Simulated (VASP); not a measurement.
The system is C.

```
C
1.0
     2.48801    0.00000    0.00000
    -1.24401    2.15468    0.00000
     0.00000    0.00000    8.12577
C
8
Direct
  0.66667 0.33333 0.84375
  0.33333 0.66667 0.34375
  0.66667 0.33333 0.65625
  0.33333 0.66667 0.15625
  0.00000 0.00000 0.90625
  0.00000 0.00000 0.40625
  0.00000 0.00000 0.59375
  0.00000 0.00000 0.09375
```

Base run:

| Property | Result |
| --- | --- |
| Program | VASP 6.6.1 |
| Functional | RPBE |
| Dispersion | D3(BJ) |
| Potentials or basis | VASP PAW PBE potentials, release 64 (C) |
| Cutoff | 520 eV |
| k mesh | 12 × 12 × 4 |
| Occupations | fermi-dirac, width 0.05 eV |
| Spin | no spin polarisation |

Its results: band gap on the k mesh 4.50 eV (least direct gap 5.27 eV); pressure 8.8 GPa; largest force 0.364 eV/Å.

**Question.** The run is repeated on the same cell with these changes: functional from RPBE to revPBE; further incar settings from ALGO = Normal; EDIFF = 1e-07; NBANDS = 26 to ALGO = Normal; EDIFF = 1e-06; NBANDS = 26. What comes out?

**Answer.** Band gap on the k mesh 4.50 eV (least direct gap 5.27 eV); pressure 15.3 GPa; largest force 0.351 eV/Å.

Caveats: the cell stands under pressure; the PAW data sets were made with another functional, which shifts forces and pressure a little.

A k mesh can miss the band edges.
